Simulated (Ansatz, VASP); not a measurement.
## Ta: VASP beside Ansatz

The input INCAR:

```
SYSTEM = Ta
ALGO = Normal
EDIFF = 1E-6
ENCUT = 520
GGA = PE
ISIF = 2
ISMEAR = -1
LASPH = .TRUE.
LCHARG = .TRUE.
LELF = .TRUE.
LREAL = .FALSE.
LVHAR = .TRUE.
LWAVE = .FALSE.
NBANDS = 12
NELM = 60
PREC = Accurate
SIGMA = 0.05
```

KPOINTS

```
k-points
0
G
  14 14 14
  0 0 0
```

The input POSCAR:

```
Ta
1.0
    0.0000000000      2.0685896790      2.0685896790
    2.0685896790      0.0000000000      2.0685896790
    2.0685896790      2.0685896790      0.0000000000
Ta
1
Direct
    0.0000000000      0.0000000000      0.0000000000
```

Input for Ansatz:

```yaml
crystal:
  lattice:
    - [0.0, 2.068589679, 2.068589679]
    - [2.068589679, 0.0, 2.068589679]
    - [2.068589679, 2.068589679, 0.0]
  atoms:
    - { symbol: Ta, position: [0.0, 0.0, 0.0] }
kpoints:
  mp_grid: { grid: [14, 14, 14] }
scf:
  occupations: { method: fermi_dirac, width: 0.05 }
hamiltonian:
  xc: pbe
  pseudopotentials: { kind: all_electron, lapw: { basis_error: 0.001 } }
output:
  forces: true
  stress: true
  eigenvalues: true
```

Change from the starting cell: volume scaled by 0.9405.

Alike in both runs: task single point; functional PBE; k mesh 14 × 14 × 14; occupations fermi-dirac, width 0.05 eV; no spin polarisation.

```csv
,VASP,Ansatz
version,VASP 6.6.1,Ansatz 0.2.0
potentials or method,"VASP PAW PBE potentials, release 64 (Ta_pv), cutoff 520 eV","all-electron LAPW, scalar-relativistic"
```

|  | VASP | Ansatz | Ansatz less VASP |
| --- | --- | --- | --- |
| pressure (GPa) | 13.2 | 13.0 | -0.20 |

Ansatz ran all-electron here, and VASP with PAW potentials.

Spin-orbit coupling is off throughout.
